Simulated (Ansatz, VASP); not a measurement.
**One calculation of Li2O, two programs**

```
O Li
1.0
     0.00000    2.30000    2.30000
     2.30000    0.00000    2.30000
     2.30000    2.30000    0.00000
O Li
1 2
Cartesian
  0.0000 0.0000 0.0000
  1.1500 1.1500 1.1500
  3.4500 3.4500 3.4500
```

Alike in both runs: task single point; functional PBE; k mesh 6 × 6 × 6; occupations gaussian, width 0.1 eV; no spin polarisation.

|  | VASP | Ansatz |
| --- | --- | --- |
| version | VASP 6.6.1 | Ansatz 0.2.0 |
| potentials or method | VASP PAW PBE potentials, release 64 (O, Li_sv), cutoff 750 eV | scalar-relativistic, plane waves, PAW |
| valence electrons in the cell | 12 | 12 |

|  | VASP | Ansatz | Ansatz less VASP |
| --- | --- | --- | --- |
| gap on the k mesh at the Fermi level (eV) | 5.00 | 5.02 | +0.014 |
| least direct gap on the mesh (eV) | 5.36 | 5.36 | +0.001 |
| pressure (GPa) | 1.1 | 1.3 | +0.26 |
